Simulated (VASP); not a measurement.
The system is CaO.

```
CELL_PARAMETERS angstrom
0.00000 2.41546 2.41546
2.41546 0.00000 2.41546
2.41546 2.41546 0.00000
ATOMIC_POSITIONS crystal
Ca 0.00027 0.99511 0.99820
O 0.49973 0.50489 0.50180
```

This cell differs from its parent crystal: all Ca atoms moved 0.04 Å in one direction.

Base run:

- Program: VASP 6.6.1
- Functional: PBE
- Potentials or basis: VASP PAW PBE potentials, release 64 (Ca_sv, O)
- Cutoff: 520 eV
- k mesh: 8 × 8 × 8
- Occupations: gaussian, width 0.05 eV
- Spin: no spin polarisation

Its results: band gap on the k mesh 3.65 eV, indirect (least direct gap 4.02 eV); pressure 0.6 GPa; largest force 0.116 eV/Å.

**Question.** The run is repeated on the same cell with these changes: further incar settings from ALGO = Normal; EDIFF = 1e-07; NBANDS = 15 to ALGO = Normal; EDIFF = 1e-06; NBANDS = 15; dispersion from none to D4. What comes out?

**Answer.** Band gap on the k mesh 3.65 eV, indirect (least direct gap 4.02 eV); pressure -1.4 GPa; largest force 0.114 eV/Å.

A k mesh can miss the band edges.
